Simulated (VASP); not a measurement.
## TiO: relaxation of cell and atoms with PBEsol

The system is TiO.

```
Ti O
1.0
     2.85161    0.00000    0.00000
    -1.42580    2.46956    0.00000
     0.00000    0.00000    5.56750
Ti O
2 2
Direct
  0.33333 0.66667 0.25000
  0.66667 0.33333 0.75000
  0.00000 0.00000 0.00000
  0.00000 0.00000 0.50000
```

| Quantity | Value |
| --- | --- |
| Program | VASP 6.6.1 |
| Task | relaxation of cell and atoms |
| Functional | PBEsol |
| Potentials or basis | VASP PAW PBE potentials, release 64 (Ti_sv, O) |
| Cutoff | 600 eV |
| k mesh | 18 × 18 × 8 |
| Occupations | gaussian, width 0.1 eV |
| Spin | no spin polarisation |
| Dipole correction | no |
| Further INCAR settings | ALGO = Normal; EDIFF = 1e-06; IBRION = 2; EDIFFG = -0.01; NSW = 80; ISIF = 3 |

```yaml
Relaxed_volume: 9.40 Å³/atom
Relaxed_cell: a = 2.820 Å, b = 2.820 Å, c = 5.461 Å, α = 90.00°, β = 90.00°, γ = 120.00°
Space_group_after_relaxing_to_0.1_Å: P6_3/mmc (No. 194)
Energy_gained_by_relaxing: 12.6 meV/atom
Ionic_steps: 6
Pressure_after_relaxing: 0.1 GPa
Band_gap_on_the_k_mesh: zero (bands 18 and 19 overlap by 0.29 eV)
```

Step by step:
```
step  energy change (eV)  largest force (eV/Å)  pressure (GPa)  volume (Å³)
   1              0.0000                0.0000           -9.49        39.21
   2              0.0098                0.0000           12.33        36.00
   3             -0.0498                0.0000            0.01        37.63
   4             -0.0498                0.0000            0.20        37.60
   5             -0.0502                0.0000            0.17        37.61
   6             -0.0502                0.0000            0.11        37.61
```

Final structure:
```cif
data_structure
_symmetry_space_group_name_H-M 'P 1'
_symmetry_Int_Tables_number 1
_cell_length_a 2.8200
_cell_length_b 2.8200
_cell_length_c 5.4609
_cell_angle_alpha 90.000
_cell_angle_beta 90.000
_cell_angle_gamma 120.000
_cell_volume 37.61
loop_
_atom_site_label
_atom_site_type_symbol
_atom_site_fract_x
_atom_site_fract_y
_atom_site_fract_z
_atom_site_occupancy
Ti1 Ti 0.33333 0.66667 0.25000 1
Ti2 Ti 0.66667 0.33333 0.75000 1
O1 O 0.00000 0.00000 0.00000 1
O2 O 0.00000 0.00000 0.50000 1
```

Levels at points of the mesh, in eV from the Fermi level:
```csv
k point,band 14,band 15,band 16,band 17,band 18,band 19,band 20,band 21,band 22
"(0.00, 0.00, 0.00)",-5.64,-5.64,-5.45,-2.13,-0.28,-0.28,0.06,0.75,0.75
"(0.50, 0.00, 0.00)",-7.06,-6.03,-5.77,-2.97,0.01,0.71,1.47,2.12,2.39
"(0.00, 0.00, 0.50)",-5.94,-5.94,-5.94,-0.61,-0.61,0.63,0.63,0.63,0.63
"(0.50, 0.00, 0.50)",-7.62,-6.47,-6.47,-1.45,-1.45,1.93,1.93,2.20,2.20
```

It took 5.1 min on 1 thread of Intel(R) Xeon(R) 6975P-C (Granite Rapids), on a shared host, peak memory 0.3 GiB.

Caveat: the PAW data sets were made with another functional, which shifts forces and pressure a little; semilocal functionals often make such compounds metallic where correlation or magnetic order opens a gap, which also shifts bond lengths.
